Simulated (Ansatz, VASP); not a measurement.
**One calculation of Ge, two programs**

```xyz
2
Lattice="3.9210 0.0000 0.0000 -1.9605 3.3957 0.0000 0.0000 0.0000 28.0000" Properties=species:S:1:pos:R:3 pbc="T T T"
Ge    0.0000    2.2638   14.4360
Ge    1.9605    1.1319   13.5640
```

Alike in both runs: task single point; functional PBE; k mesh 12 × 12 × 1; occupations gaussian, width 0.1 eV; no spin polarisation.

|  | VASP | Ansatz |
| --- | --- | --- |
| version | VASP 6.6.1 | Ansatz 0.2.0 |
| potentials or method | VASP PAW PBE potentials, release 64 (Ge_d), cutoff 520 eV | scalar-relativistic, plane waves, PAW |
| valence electrons in the cell | 28 | 28 |

Ansatz gave:

- gap on the k mesh at the Fermi level (eV): none
- rms of the force components (eV/Å): 0.339

Q: What did VASP give for the same quantities?

A: gap on the k mesh at the Fermi level (eV): none; rms of the force components (eV/Å): 0.340.

Atom by atom the forces differ by 0.001 eV/Å (rms over components). A gap of «none» marks a metal or a gap that the smearing closes. The functional is the same, so the differences come from potentials, cutoffs and numerics. Ansatz's warnings: xc potential rough in thin density.
